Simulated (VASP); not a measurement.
Write the native input for VASP 6.6.1 that does the following.

- Task: single point
- Functional: PBEsol
- Potentials or basis: VASP PAW PBE potentials, release 64 (Fe, O)
- Cutoff: 520 eV
- k mesh: 11 × 11 × 11
- Occupations: fermi-dirac, width 0.05 eV
- Spin: collinear spin, ferromagnetic start
- Starting moments: [3.0, 0.0] μB
- Dipole correction: no
- Further INCAR settings: ALGO = Normal; EDIFF = 1e-06; NBANDS = 18

The structure of FeO (Wuestite) lies in POSCAR:

```
FeO
1.0
    0.0000000000      2.0603344411      2.0603344411
    2.0603344411      0.0000000000      2.0603344411
    2.0603344411      2.0603344411      0.0000000000
Fe O
1 1
Direct
    0.0000000000      0.0000000000      0.0000000000
    0.5000000000      0.5000000000      0.5000000000
```

These files were run (other wordings do the same):

INCAR

```
SYSTEM = FeO
ALGO = Normal
EDIFF = 1E-6
ENCUT = 520
GGA = PS
ISIF = 2
ISMEAR = -1
ISPIN = 2
LASPH = .TRUE.
LCHARG = .FALSE.
LMAXMIX = 4
LORBIT = 11
LREAL = .FALSE.
LWAVE = .FALSE.
MAGMOM = 3 0
NBANDS = 18
NELM = 150
PREC = Accurate
SIGMA = 0.05
```

KPOINTS

```
k-points
0
G
  11 11 11
  0 0 0
```

Potentials or basis: VASP PAW PBE potentials, release 64 (Fe, O).

Command:

```console
$ cat potpaw_PBE.64/Fe/POTCAR potpaw_PBE.64/O/POTCAR > POTCAR
$ mpirun -np 1 vasp_std > vasp.out
```

Results of the run:

| Property | Result |
| --- | --- |
| Pressure | 20.9 GPa |
| Net moment | 3.83 μB per cell |
| Site moments | Fe +3.47; O +0.29 μB |
| Valence electrons inside the program's atomic spheres | Fe 7.02; O 5.04 |

Caveat: the PAW data sets were made with another functional, which shifts forces and pressure a little; a cell with one magnetic atom can't hold antiferromagnetic order, which such compounds often take.

Wall time 120 s on 1 thread of AMD EPYC 7R13, on a shared host, peak memory 0.13 GiB.
